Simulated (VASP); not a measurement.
# Sc12H (a cell with a defect) in VASP: notebook

The runs below take Sc12H (a cell with a defect) through single point, with PBE.

Program: VASP 6.6.1. These are calculated values, not measurements. Logs are shortened: lines on timing, memory, paths and dates and some standing lists are left out, and cuts for length are marked.

## Step 1: The cell of the first run

The cell holds a defect, 13 atoms: a = 6.620 Å, b = 9.930 Å, c = 5.276 Å, α = 90.00°, β = 90.00°, γ = 120.00°.

## Step 2: Single point, PBE

The input, INCAR:

```
SYSTEM = Sc12H
  ALGO = Normal
  EDIFF = 1E-6
  ENCUT = 520
  GGA = PE
  ISIF = 2
  ISMEAR = 0
  LASPH = .True.
  LCHARG = .True.
  LELF = .True.
  LREAL = .False.
  LVHAR = .True.
  LWAVE = .False.
  NBANDS = 78
  NELM = 80
  PREC = Accurate
  SIGMA = 0.05
```

The input, KPOINTS:

```
k-points
0
Gamma
  3 2 3
  0 0 0
```

The input, POSCAR:

```
Sc12H
1.0
    6.6200000000      0.0000000000      0.0000000000
   -4.9650000000      8.5996320000      0.0000000000
    0.0000000000      0.0000000000      5.2761400000
Sc H
12 1
Direct
   -0.0019409527     -0.0006781686      0.0053512606
    0.1652806792      0.2217808855      0.5022235953
   -0.0008038492      0.3334220581      0.0018562813
    0.1654545912      0.5554987702      0.4987270997
   -0.0000406239      0.6662668821     -0.0007223084
    0.1659102978      0.8880282319      0.5018803519
    0.4984775212     -0.0010370211      0.0008911818
    0.6649891289      0.2210727157      0.4975781537
    0.4986784073      0.3325321363     -0.0027891603
    0.6658559208      0.5550993345      0.4943837730
    0.4980817030      0.6664229353     -0.0020981248
    0.6640209517      0.8880778852      0.5004397154
    0.3316284412      0.7771493013      1.2497958735
```

Potentials or basis: VASP PAW PBE potentials, release 64 (Sc_sv, H).

The run is started by

```bash
> cat potpaw_PBE.64/Sc_sv/POTCAR potpaw_PBE.64/H/POTCAR > POTCAR
> mpirun -np 1 vasp_std > vasp.out
```

OUTCAR:

```text
SYSTEM = Sc12H
   EDIFF = 1E-6
   ENCUT = 520
   GGA = PE
   ISIF = 2
   ISMEAR = 0
   LASPH = .True.
   LREAL = .False.
   NELM = 80
   PREC = Accurate

 ion  position               nearest neighbor table
   1  0.998  0.999  0.005-  12 3.24   2 3.25   6 3.25   2 3.27   6 3.28  12 3.28   7 3.31  11 3.31
                             9 3.31   5 3.31   3 3.31   7 3.31
   2  0.165  0.222  0.502-   9 3.24   1 3.25   3 3.26   3 3.26   1 3.27   9 3.28   8 3.31   8 3.31
                            10 3.31   4 3.31  12 3.32   6 3.32
   3  0.999  0.333  0.002-   8 3.24   4 3.24   2 3.26   2 3.26   4 3.27   8 3.28   5 3.30  11 3.30
                             9 3.31   9 3.31   1 3.31   7 3.32
   4  0.165  0.555  0.499-   3 3.24   5 3.25  11 3.25   5 3.25  11 3.26   3 3.27   6 3.30  12 3.30
                            10 3.31   2 3.31  10 3.31   8 3.32
   5  1.000  0.666  0.999-  10 3.24   6 3.24   4 3.25   4 3.25   6 3.27  10 3.28  11 3.30   7 3.30
                             3 3.30   1 3.31   9 3.32  11 3.32
   6  0.166  0.888  0.502-   5 3.24   1 3.25   7 3.25   7 3.26   5 3.27   1 3.28  12 3.30   4 3.30
                             8 3.31  10 3.31   2 3.32  12 3.32
   7  0.498  0.999  0.001-   8 3.24  12 3.25   6 3.25  12 3.25   6 3.26   8 3.27  11 3.30   5 3.30
                             1 3.31   9 3.31   1 3.31   3 3.32
   8  0.665  0.221  0.498-   3 3.24   7 3.24   9 3.26   9 3.26   7 3.27   3 3.28  12 3.30   6 3.31
                             2 3.31   2 3.31  10 3.31   4 3.32
   9  0.499  0.333  0.997-   2 3.24  10 3.25   8 3.26   8 3.26  10 3.27   2 3.28   3 3.31   3 3.31
                             1 3.31   7 3.31   5 3.32  11 3.32
  10  0.666  0.555  0.494-   5 3.24   9 3.25  11 3.25   9 3.27  11 3.28   5 3.28   4 3.31   6 3.31
                             2 3.31  12 3.31   8 3.31   4 3.31
  11  0.498  0.666  0.998-  12 3.24  10 3.25   4 3.25   4 3.26  12 3.27  10 3.28   5 3.30   7 3.30
                             3 3.30   1 3.31   9 3.32   5 3.32
  12  0.664  0.888  0.500-   1 3.24  11 3.24   7 3.25   7 3.25  11 3.27   1 3.28   6 3.30   4 3.30
                             8 3.30  10 3.31   2 3.32   6 3.32
  13  0.332  0.777  0.250-

  LATTYP: Found a simple monoclinic cell.
 ALAT       =     6.6200000000
 B/A-ratio  =     0.7970000000
 C/A-ratio  =     1.3228756170
 COS(beta)  =    -0.1889822420

  Lattice vectors:

 A1 = (   6.6200000000,   0.0000000000,   0.0000000000)
 A2 = (   0.0000000000,   0.0000000000,   5.2761400000)
 A3 = (  -1.6550000000,  -8.5996320000,   0.0000000000)

Analysis of symmetry for initial positions (statically):
=====================================================================
 Subroutine PRICEL returns:
 Original cell was already a primitive cell.

 Routine SETGRP: Setting up the symmetry group for a
 simple monoclinic supercell.

 Subroutine GETGRP returns: Found  1 space group operations
 (whereof  1 operations were pure point group operations)
 out of a pool of  4 trial point group operations.

The static configuration has the point symmetry C_1 .

Analysis of symmetry for dynamics (positions and initial velocities):
=====================================================================
 Subroutine PRICEL returns:
 Original cell was already a primitive cell.

 Routine SETGRP: Setting up the symmetry group for a
 simple monoclinic supercell.

 Subroutine GETGRP returns: Found  1 space group operations
 (whereof  1 operations were pure point group operations)
 out of a pool of  4 trial point group operations.

The dynamic configuration has the point symmetry C_1 .

 Subroutine INISYM returns: Found  1 space group operations
 (whereof  1 operations are pure point group operations),
 and found     1 'primitive' translations

----------------------------------------------------------------------------------------

                                     Primitive cell

  volume of cell :     300.3683

  direct lattice vectors                    reciprocal lattice vectors
     6.620000000  0.000000000  0.000000000     0.151057402  0.087213034  0.000000000
    -4.965000000  8.599632000  0.000000000     0.000000000  0.116284046  0.000000000
     0.000000000  0.000000000  5.276140000     0.000000000  0.000000000  0.189532499

  length of vectors
     6.620000000  9.929999775  5.276140000     0.174426065  0.116284046  0.189532499
[... 64 lines left out ...]
|                                                                             |
|        The reciprocal lattice is simple monoclinic,                         |
|        whereas your k-lattice is hexagonal.                                 |
|                                                                             |
|     Results are often still useful ...                                      |
|                                                                             |
 -----------------------------------------------------------------------------

 Subroutine IBZKPT returns following result:
 ===========================================

 Found     10 irreducible k-points:

 Following reciprocal coordinates:
            Coordinates               Weight
  0.000000  0.000000  0.000000      1.000000
  0.333333  0.000000  0.000000      2.000000
  0.000000  0.500000  0.000000      1.000000
  0.333333  0.500000  0.000000      2.000000
  0.000000  0.000000  0.333333      2.000000
  0.333333  0.000000  0.333333      2.000000
 -0.333333 -0.000000  0.333333      2.000000
  0.000000  0.500000  0.333333      2.000000
  0.333333  0.500000  0.333333      2.000000
 -0.333333  0.500000  0.333333      2.000000
   k-points           NKPTS =     10   k-points in BZ     NKDIM =     10   number of bands    NBANDS=     78
   number of dos      NEDOS =    301   number of ions     NIONS =     13
   total plane-waves  NPLWV = 160000
   dimension x,y,z NGX =    50 NGY =   80 NGZ =   40
   dimension x,y,z NGXF=   100 NGYF=  160 NGZF=   80
   ions per type =              12   1
   NGX,Y,Z   is equivalent  to a cutoff of  12.56, 13.39, 12.60 a.u.
   NGXF,Y,Z  is equivalent  to a cutoff of  25.11, 26.79, 25.21 a.u.
 SYSTEM =  Sc12H
   PREC   = accura    normal or accurate (medium, high low for compatibility)
   ISTART =      0    job   : 0-new  1-cont  2-samecut
   ICHARG =      2    charge: 1-file 2-atom 10-const
   ISPIN  =      1    spin polarized calculation?
   LNONCOLLINEAR =      F non collinear calculations
   LSORBIT =      F    spin-orbit coupling
   LASPH  =      T    aspherical Exc in radial PAW
   ENCUT  =  520.0 eV  38.22 Ry    6.18 a.u.  12.31 18.46  9.81*2*pi/ulx,y,z
   NELM   =     80;   NELMIN=  2; NELMDL= -5     # of ELM steps
   EDIFF  = 0.1E-05   stopping-criterion for ELM
   LREAL  =      F    real-space projection
[... 7 lines left out ...]
   TEBEG  =    0.0;   TEEND  =   0.0 temperature during run
   PSTRESS=    0.0 pullay stress
   NELECT =     133.0000    total number of electrons
   NUPDOWN=      -1.0000    fix difference up-down
   EMIN   =  10.00;   EMAX   =-10.00  energy-range for DOS
   EFERMI =   0.00;   METHOD = LEGACY
   ISMEAR =     0;   SIGMA  =   0.05  broadening in eV -4-tet -1-fermi 0-gaus
   EFERMI_NEDOS =   21; number of points for ismear=-14 and -15
   IALGO  =     38    algorithm
   IMIX   =      4    mixing-type and parameters
     AMIX     =   0.40;   BMIX     =  1.00
     AMIX_MAG =   1.60;   BMIX_MAG =  1.00
  volume/ion in A,a.u.               =      23.11       155.92
  Fermi-wavevector in a.u.,A,eV,Ry     =   1.247788  2.357977 21.183915  1.556974
  Thomas-Fermi vector in A             =   2.381904
   LORBIT       =      0    0 simple, 1 ext, 2 COOP (PROOUT), +10 PAW based schemes
   GGA     = PE    functional components
   LHFCALC =     F    Hartree Fock is set to
   AEXX    =    0.0000 exact exchange contribution
   IVDW    =     0    specifies the selected vdW correction
   LEPSILON=     F    determine dielectric tensor
   LRPA    =     F    only Hartree local field effects (RPA)
 non-spin polarized calculation
 Gauss-broadening in eV      SIGMA  =   0.05
  energy-cutoff  :      520.00
  volume of cell :      300.37
 maximum number of plane-waves:      8103
 NGX is ok and might be reduce to    50
   NGX = 25   NGY = 37   NGZ = 19

 number of electron     133.0000006 magnetization

 Free energy of the ion-electron system (eV)
  ---------------------------------------------------
  ext. energy  EPLUGINS =         0.00000000
  ---------------------------------------------------
  free energy    TOTEN  =       -79.04190036 eV

  energy without entropy =      -79.00266657  energy(sigma->0) =      -79.02228346

 E-fermi :   3.6503     XC(G=0):  -9.8611

 val. band max:        3.6349411883   @ k =   0.3333   0.5000   0.0000
 cond. band min:       3.6548450787   @ k =   0.3333   0.0000   0.3333
 fundamental gap:      0.0199038904
 Fermi energy:         3.6503142440

 k-point     1 :       0.0000    0.0000    0.0000
  band No.  band energies     occupation
      1     -45.8024      2.00000
      2     -45.7681      2.00000
      3     -45.7606      2.00000
      4     -45.7588      2.00000
      5     -45.7485      2.00000
      6     -45.7436      2.00000
[... 799 lines left out ...]
     77       4.5788      0.00000
     78       4.6844      0.00000

------------------------ aborting loop because EDIFF is reached ----------------------------------------

  FORCE on cell =-STRESS in cart. coord.  units (eV):
  Direction    XX          YY          ZZ          XY          YZ          ZX
  --------------------------------------------------------------------------------------
  -------------------------------------------------------------------------------------
  Total       -1.3202997     -1.4206727     -2.6611164      0.0531073     -0.0467784     -0.0773177
  in kB       -7.0425340     -7.5779278    -14.1945064      0.2832765     -0.2495182     -0.4124158
  external PRESSURE =      -9.6049894 kB  Pullay stress =       0.0000000 kB

 VOLUME and BASIS-vectors are now :
 -----------------------------------------------------------------------------
  energy-cutoff  :      520.00
  volume of cell :      300.37
      direct lattice vectors                 reciprocal lattice vectors
     6.620000000  0.000000000  0.000000000     0.151057402  0.087213034  0.000000000
    -4.965000000  8.599632000  0.000000000     0.000000000  0.116284046  0.000000000
     0.000000000  0.000000000  5.276140000     0.000000000  0.000000000  0.189532499

 POSITION                                       TOTAL-FORCE (eV/Angst)
 -----------------------------------------------------------------------------------
      1.64552      8.59380      0.02823         0.000163      0.000347     -0.003628
     -0.00698      1.90723      2.64980        -0.000326      0.001997      0.000575
      4.95924      2.86731      0.00979        -0.002420     -0.002975     -0.000820
     -1.66274      4.77709      2.63135        -0.001371      0.012067     -0.009654
      3.31172      5.72965      5.27233         0.006936      0.007266      0.007316
     -3.31073      7.63672      2.64799         0.007692     -0.007862     -0.010142
     -1.65993      8.59071      0.00470         0.003249     -0.013069      0.010190
      3.30460      1.90114      2.62529        -0.000532      0.000664      0.002138
      1.65023      2.85965      5.26142         0.001336      0.000781      0.001721
      1.65190      4.77365      2.60844        -0.000002     -0.002213      0.001400
     -0.01149      5.73099      5.26507        -0.007691      0.007075      0.007839
     -0.01349      7.63714      2.64039        -0.010077     -0.004912     -0.007572
     -1.66317      6.68320      1.31796         0.003043      0.000835      0.000639
 -----------------------------------------------------------------------------------
    total drift:                               -0.000152      0.000235     -0.000158

  FREE ENERGIE OF THE ION-ELECTRON SYSTEM (eV)
  ---------------------------------------------------
  free  energy   TOTEN  =       -79.0419003582 eV

  energy  without entropy=      -79.0026665699  energy(sigma->0) =      -79.02228346
```

Wall time 6 min (1 thread of AMD EPYC 7R43 (Zen 3), shared host); peak memory 0.43 GiB.

Results:

| Item | Value |
| --- | --- |
| Free energy | -79.0419 eV |
| Pressure | -1.0 GPa |
| Largest force | 0.017 eV/Å |
| Band gap on the k mesh | zero (an odd number of electrons rules out a gap without spin polarisation) |

Forces on the atoms (eV/Å):
```
Sc   0.000  0.000 -0.004
Sc   0.000  0.002  0.001
Sc  -0.002 -0.003 -0.001
Sc  -0.001  0.012 -0.010
Sc   0.007  0.007  0.007
Sc   0.008 -0.008 -0.010
Sc   0.003 -0.013  0.010
Sc  -0.001  0.001  0.002
Sc   0.001  0.001  0.002
Sc   0.000 -0.002  0.001
Sc  -0.008  0.007  0.008
Sc  -0.010 -0.005 -0.008
H    0.003  0.001  0.001
```

Stress tensor (GPa, compression positive):
```
-0.70  0.03 -0.04
 0.03 -0.76 -0.02
-0.04 -0.02 -1.42
```

Levels at points of the mesh, in eV from the Fermi level:
| k point | band 63 | band 64 | band 65 | band 66 | band 67 | band 68 | band 69 | band 70 |
| --- | --- | --- | --- | --- | --- | --- | --- | --- |
| (0.00, 0.00, 0.00) | -0.53 | -0.50 | -0.47 | -0.32 | -0.31 | -0.29 | 0.05 | 0.07 |
| (0.00, 0.50, 0.00) | -0.56 | -0.53 | -0.34 | -0.31 | -0.29 | -0.29 | -0.06 | 0.04 |

Caveat: the k points lie up to 0.40 Å⁻¹ apart, too coarse for converged energies and pressures of a metal.

(Continued in part 2 of 2.)
